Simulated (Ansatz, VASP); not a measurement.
Zr3WCl: VASP beside Ansatz

```
Zr W Cl
1.0
     4.71590    0.00000    0.00000
     0.00000    4.71590    0.00000
     0.00000    0.00000    4.71590
Zr W Cl
3 1 1
Cartesian
  2.3579 2.3579 0.0000
  2.3579 0.0000 2.3579
  0.0000 2.3579 2.3579
  0.0000 0.0000 0.0000
  2.3579 2.3579 2.3579
```

Change from the starting cell: species swapped into the Ca3GeO type (Pm-3m, No. 221).

Alike in both runs: functional PBE; k mesh 8 × 8 × 8; occupations gaussian, width 0.1 eV; no spin polarisation.

Ansatz relaxed the structure, and its values are those at the end. VASP's run is a single point on that final structure, the one shown.

|  | VASP | Ansatz |
| --- | --- | --- |
| version | VASP 6.6.1 | Ansatz 0.2.0 |
| potentials or method | VASP PAW PBE potentials, release 64 (Zr_sv, W_sv, Cl), cutoff 520 eV | scalar-relativistic, plane waves, PAW |
| valence electrons in the cell | 57 | 57 |

VASP gave:

| Quantity | Value |
| --- | --- |
| gap on the k mesh at the Fermi level (eV) | none |
| pressure (GPa) | 0.1 |

Problem. Estimate Ansatz's values.

Solution. gap on the k mesh at the Fermi level (eV): none; pressure (GPa): 0.0.

A gap of «none» marks a metal or a gap that the smearing closes.

Neither program's run includes spin-orbit coupling.
